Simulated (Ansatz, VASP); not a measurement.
**One calculation of AgO, two programs**

Contents of INCAR:

```
PREC     = Accurate       # precision mode
ENCUT    = 520            # plane-wave cutoff, eV
EDIFF    = 1E-6           # SCF threshold, eV
ISMEAR   = 0              # smearing method
SIGMA    = 0.15           # smearing width, eV
LREAL    = F              # projectors in reciprocal space
LASPH    = T              # aspherical terms in the spheres
NELM     = 80             # most SCF steps
ALGO     = Normal         # electronic algorithm
ISIF     = 2              # what is computed and relaxed
LWAVE    = F              # write WAVECAR
LCHARG   = F              # write CHGCAR
GGA      = PS             # functional
NBANDS   = 16             # bands
```

Contents of KPOINTS:

```
Automatic mesh
0
Gamma
  18 18 18
```

POSCAR

```
AgO
1.0
    0.0000000000      2.5284000000      2.2876000000
    2.5284000000      0.0000000000      2.2876000000
    2.5284000000      2.5284000000      0.0000000000
Ag O
1 1
Direct
    0.0000000000      0.0000000000      0.0000000000
    0.7500000000      0.7500000000      0.7500000000
```

Input for Ansatz:

```yaml
crystal:
  lattice:
    - [0.0, 2.5284, 2.2876]
    - [2.5284, 0.0, 2.2876]
    - [2.5284, 2.5284, 0.0]
  atoms:
    - { symbol: Ag, position: [0.0, 0.0, 0.0] }
    - { symbol: O, position: [0.75, 0.75, 0.75] }
basis:
  ecutwfc: 420
kpoints:
  mp_grid: { grid: [18, 18, 18] }
hamiltonian:
  xc: pbesol
scf:
  occupations: { method: gaussian, width: 0.15 }
output:
  forces: true
  stress: true
  eigenvalues: true
```

Change from the starting cell: strain +0.050 along x and y, -0.050 along z, atoms carried along.

Alike in both runs: task single point; functional PBEsol; k mesh 18 × 18 × 18; occupations gaussian, width 0.15 eV; no spin polarisation.

|  | VASP | Ansatz |
| --- | --- | --- |
| version | VASP 6.6.1 | Ansatz 0.2.0 |
| potentials or method | VASP PAW PBE potentials, release 64 (Ag, O), cutoff 520 eV | scalar-relativistic, plane waves, PAW |
| valence electrons in the cell | 17 | 25 |

```tsv
	VASP	Ansatz	Ansatz less VASP
gap on the k mesh at the Fermi level (eV)	none	none	-
pressure (GPa)	3.3	3.6	+0.21
traceless stress, the component that is largest in VASP (GPa)	-1.06	-1.07	-0.004
```

VASP's potentials were made for PBE, not for PBEsol. A gap of «none» marks a metal or a gap that the smearing closes. With one functional, cell and mesh, what is left measures potentials, basis and numerics. VASP's potentials hold 17 valence electrons a cell and Ansatz's 25, so a difference there can come from the potentials and not from the codes.
